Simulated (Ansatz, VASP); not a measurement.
# HCl in VASP and in Ansatz

```
H Cl
1.0
     0.00000    2.67500    2.85500
     2.73506    0.00000    2.85500
     2.73506    2.67500    0.00000
H Cl
1 1
Cartesian
  0.0000 0.0000 0.0000
  2.7351 2.6750 2.8550
```

Change from the starting cell: strain +0.0875 x Voigt [1, 0, 0, 0, 0, 0], atoms carried along.

Alike in both runs: task single point; functional PBEsol; k mesh 16 × 16 × 16; occupations gaussian, width 0.15 eV; no spin polarisation.

|  | VASP | Ansatz |
| --- | --- | --- |
| version | VASP 6.6.1 | Ansatz 0.2.0 |
| potentials or method | VASP PAW PBE potentials, release 64 (H, Cl), cutoff 520 eV | scalar-relativistic, plane waves, PAW |
| valence electrons in the cell | 8 | 8 |

```csv
,VASP,Ansatz,Ansatz less VASP
gap on the k mesh at the Fermi level (eV),none,none,-
pressure (GPa),-10.3,-10.2,+0.10
"traceless stress, the component that is largest in VASP (GPa)",2.52,2.52,-0.005
```

VASP's potentials were made for PBE, not for PBEsol. A gap of «none» marks a metal or a gap that the smearing closes.
